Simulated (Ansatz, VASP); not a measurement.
**Sr in VASP and in Ansatz**

File INCAR:

```
SYSTEM = Sr
PREC = Accurate
ENCUT = 520
EDIFF = 1E-7
ISMEAR = 0
SIGMA = 0.15
LREAL = .False.
LASPH = .True.
NELM = 100
ALGO = Fast
ISIF = 2
LWAVE = .False.
LCHARG = .True.
GGA = PS
LELF = .True.
LVHAR = .True.
NBANDS = 11
```

The input KPOINTS:

```
regular mesh
0
Gamma
  14 14 14
  0 0 0
```

Contents of POSCAR:

```
Sr
1.0
   -2.3522500000      2.3522500000      2.4977500000
    2.3522500000     -2.3522500000      2.4977500000
    2.3522500000      2.3522500000     -2.4977500000
Sr
1
Direct
    0.0000000000      0.0000000000      0.0000000000
```

Input for Ansatz:

```yaml
crystal:
  lattice:
    - [-2.35225, 2.35225, 2.49775]
    - [2.35225, -2.35225, 2.49775]
    - [2.35225, 2.35225, -2.49775]
  atoms:
    - { symbol: Sr, position: [0.0, 0.0, 0.0] }
basis:
  ecutwfc: 420
kpoints:
  mp_grid: { grid: [14, 14, 14] }
hamiltonian:
  xc: pbesol
scf:
  occupations: { method: gaussian, width: 0.15 }
output:
  forces: true
  stress: true
  eigenvalues: true
  write_density: true
  write_potential: true
  elf: true
  volumetric_format: npy
```

Change from the starting cell: strain -0.030 along x and y, +0.030 along z, atoms carried along.

Alike in both runs: task single point; functional PBEsol; k mesh 14 × 14 × 14; occupations gaussian, width 0.15 eV; no spin polarisation.

```csv
,VASP,Ansatz
version,VASP 6.6.1,Ansatz 0.2.0
potentials or method,"VASP PAW PBE potentials, release 64 (Sr_sv), cutoff 520 eV","scalar-relativistic, plane waves, PAW"
valence electrons in the cell,10,10
```

|  | VASP | Ansatz | Ansatz less VASP |
| --- | --- | --- | --- |
| gap on the k mesh at the Fermi level (eV) | none | none | - |
| pressure (GPa) | -0.8 | -0.8 | -0.01 |

VASP's potentials were made for PBE, not for PBEsol. A gap of «none» marks a metal or a gap that the smearing closes. With one functional, cell and mesh, what is left measures potentials, basis and numerics.
